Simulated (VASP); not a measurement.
A run of VASP 6.6.1 is set up as follows.

File POSCAR:

```
H10CO6
1.0
    5.2704420000      0.0000000000      0.0000000000
    0.0000000000      5.2704420000      0.0000000000
    0.0000000000      0.0000000000      5.2704420000
O H C
6 10 1
Direct
    0.0950204935      0.5829302362      0.1328351588
    0.3998526120      0.9955521757      0.9300737965
    0.9709432340      0.0819096387      0.6757497758
    0.7024648028      0.2195641276      0.2442489643
    0.5405808469      0.6946665953      0.3688305459
    0.4845324168      0.4892758520      0.7440931899
    0.1932096018      0.5116269186     -0.0148943865
   -0.0330902038      0.4464141717      0.1516001884
    0.2541342832      1.0835144377      0.8568541310
    0.3552074001      0.8306893426      0.8778960095
    0.9111569770      0.1038432830      0.5009826500
    0.8365712022      0.0425011792      0.8018872041
    0.6324137520      0.0525003406      0.1983135380
    0.6693745989      0.3152297284      0.0899165573
    0.3684890186      0.6478394032      0.3146605161
    0.8052455563      0.6434564691      0.6126241404
    0.5984697299      0.6064766484      0.5816400218
```

The input INCAR.step1:

```
PREC     = Accurate       # precision mode
ENCUT    = 520            # plane-wave cutoff, eV
ISMEAR   = -1             # smearing method
SIGMA    = 0.05           # smearing width, eV
LREAL    = Auto         
LASPH    = True           # aspherical terms in the spheres
NELM     = 100            # most SCF steps
NBANDS   = 39             # bands
GGA      = PE             # functional
ALGO     = Normal         # electronic algorithm
EDIFF    = 1E-4           # SCF threshold, eV
LWAVE    = True           # write WAVECAR
LCHARG   = False          # write CHGCAR
```

INCAR.step2

```
PREC     = Accurate       # precision mode
ENCUT    = 520            # plane-wave cutoff, eV
EDIFF    = 1E-7           # SCF threshold, eV
ISMEAR   = -1             # smearing method
SIGMA    = 0.05           # smearing width, eV
LREAL    = Auto         
LASPH    = True           # aspherical terms in the spheres
NELM     = 100            # most SCF steps
ALGO     = Normal         # electronic algorithm
ISIF     = 2              # what is computed and relaxed
LWAVE    = False          # write WAVECAR
LCHARG   = False          # write CHGCAR
METAGGA  = R2SCAN         # meta-GGA
LMIXTAU  = True         
NBANDS   = 39             # bands
ISTART   = 1
```

The input KPOINTS:

```
regular mesh
0
Gamma
  1 1 1
```

Potentials or basis: VASP PAW PBE potentials, release 64 (O, H, C).

Command:

```bash
$ cat potpaw_PBE.64/O/POTCAR potpaw_PBE.64/H/POTCAR potpaw_PBE.64/C/POTCAR > POTCAR
$ cp INCAR.step1 INCAR
$ mpirun -np 1 vasp_gam > vasp.out
$ cp INCAR.step2 INCAR
$ mpirun -np 1 vasp_gam > vasp.out
```

**Question.** What does it give for the pressure?

**Answer.** 1.3 GPa.

**Question.** Predict the largest force.

**Answer.** 4.534 eV/Å.

Forces on the atoms (eV/Å):
```
O    0.300 -1.469 -1.405
O   -0.030  0.708  0.143
O   -0.171 -0.122  0.775
O    0.392 -0.435 -0.559
O   -1.383  1.190 -2.100
O   -1.419 -0.224  0.184
H   -0.559  0.672  0.820
H    0.720  0.616  0.562
H    0.152  0.407 -0.163
H   -0.039 -1.331 -0.075
H   -0.432  0.107  0.818
H    0.375  0.347 -1.526
H   -0.073  0.625  0.116
H   -0.431 -0.101  0.079
H   -1.198 -0.045 -0.360
H    0.103 -0.068  0.214
C    3.694 -0.878  2.478
```

Caveat: the k points lie up to 1.19 Å⁻¹ apart; the PAW data sets were made with another functional, which shifts forces and pressure a little.
